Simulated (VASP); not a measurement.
Input of a VASP 6.6.1 run:

The input INCAR:

```
PREC = Accurate
ENCUT = 520
EDIFF = 1E-7
ISMEAR = 0
SIGMA = 0.1
LREAL = False
LASPH = True
NELM = 100
ALGO = Normal
ISIF = 2
LWAVE = False
LCHARG = True
GGA = PS
LELF = True
LVHAR = True
NBANDS = 18
```

Contents of KPOINTS:

```
regular mesh
0
Gamma
  12 12 12
```

Contents of POSCAR:

```
ScHg
1.0
    3.4673776027      0.0000000000      0.0000000000
    0.0000000000      3.4673776027      0.0000000000
    0.0000000000      0.0000000000      3.4673776027
Sc Hg
1 1
Direct
    0.5000000000      0.5000000000      0.5000000000
    0.0000000000      0.0000000000      0.0000000000
```

Potentials or basis: VASP PAW PBE potentials, release 64 (Sc_sv, Hg).

Launch:

```bash
$ cat potpaw_PBE.64/Sc_sv/POTCAR potpaw_PBE.64/Hg/POTCAR > POTCAR
$ mpirun -np 1 vasp_std > vasp.out
```

Problem. What does it give for the pressure?

Solution. 0.2 GPa.

Caveat: the PAW data sets were made with another functional, which shifts forces and pressure a little.
